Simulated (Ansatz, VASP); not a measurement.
# CdS: VASP beside Ansatz

The input INCAR:

```
SYSTEM = CdS
ALGO     = Normal         ! electronic algorithm
EDIFF    = 1E-8           ! SCF threshold, eV
ENCUT    = 520            ! plane-wave cutoff, eV
GGA      = PS             ! functional
ISIF     = 2              ! what is computed and relaxed
ISMEAR   = -1             ! smearing method
LASPH    = .True.         ! aspherical terms in the spheres
LCHARG   = .False.        ! write CHGCAR
LEFG     = .True.       
LREAL    = .False.        ! projectors in reciprocal space
LWAVE    = .False.        ! write WAVECAR
NBANDS   = 26             ! bands
NELM     = 100            ! most SCF steps
PREC     = Accurate       ! precision mode
SIGMA    = 0.02           ! smearing width, eV
```

KPOINTS

```
k-points
0
Gamma
  8 8 4
  0 0 0
```

File POSCAR:

```
CdS
1.0
    4.1500000000      0.0000000000      0.0000000000
   -2.0750000000      3.5940054257      0.0000000000
    0.0000000000      0.0000000000      6.7370000000
Cd S
2 2
Direct
    0.3333333333      0.6666666667     -0.0010291479
    0.6666666667      0.3333333333      0.4989708521
    0.3333333333      0.6666666667      0.3760291479
    0.6666666667      0.3333333333      0.8760291479
```

Input for Ansatz:

```yaml
crystal:
  lattice:
    - [4.15, 0.0, 0.0]
    - [-2.075, 3.5940054257, 0.0]
    - [0.0, 0.0, 6.737]
  atoms:
    - { symbol: Cd, position: [0.3333333333, 0.6666666667, -0.0010291479] }
    - { symbol: Cd, position: [0.6666666667, 0.3333333333, 0.4989708521] }
    - { symbol: S, position: [0.3333333333, 0.6666666667, 0.3760291479] }
    - { symbol: S, position: [0.6666666667, 0.3333333333, 0.8760291479] }
kpoints:
  mp_grid: { grid: [8, 8, 4] }
scf:
  occupations: { method: fermi_dirac, width: 0.02 }
hamiltonian:
  xc: pbesol
  pseudopotentials: { kind: paw }
output:
  forces: true
  stress: true
  populations: true
  efg: { quadrupole_moments_barn: { S: -0.0694 }, contact_densities: true }
  write_density: true
  write_potential: true
  elf: true
  volumetric_format: npy
basis:
  ecutwfc: "700 eV"
```

Alike in both runs: task electric field gradients; functional PBEsol; k mesh 8 × 8 × 4; occupations fermi-dirac, width 0.02 eV; no spin polarisation.

```csv
,VASP,Ansatz
version,VASP 6.6.1,Ansatz 0.2.0
potentials or method,"VASP PAW PBE potentials, release 64 (Cd, S), cutoff 520 eV","plane-wave PAW, scalar-relativistic"
valence electrons in the cell,36,52
```

|  | VASP | Ansatz | Ansatz less VASP |
| --- | --- | --- | --- |
| gap on the k mesh at the Fermi level (eV) | 1.06 | 1.06 | -0.003 |
| pressure (GPa) | -0.6 | -1.0 | -0.38 |
| traceless stress, the component that is largest in VASP (GPa) | 0.08 | 0.07 | -0.002 |
| size of Vzz on the site where it differs most (V/Å²) | 3.2 | 2.7 | -0.54 |

VASP's potentials were made for PBE, not for PBEsol. VASP's potentials hold 36 valence electrons a cell and Ansatz's 52, so a difference there can come from the potentials and not from the codes.
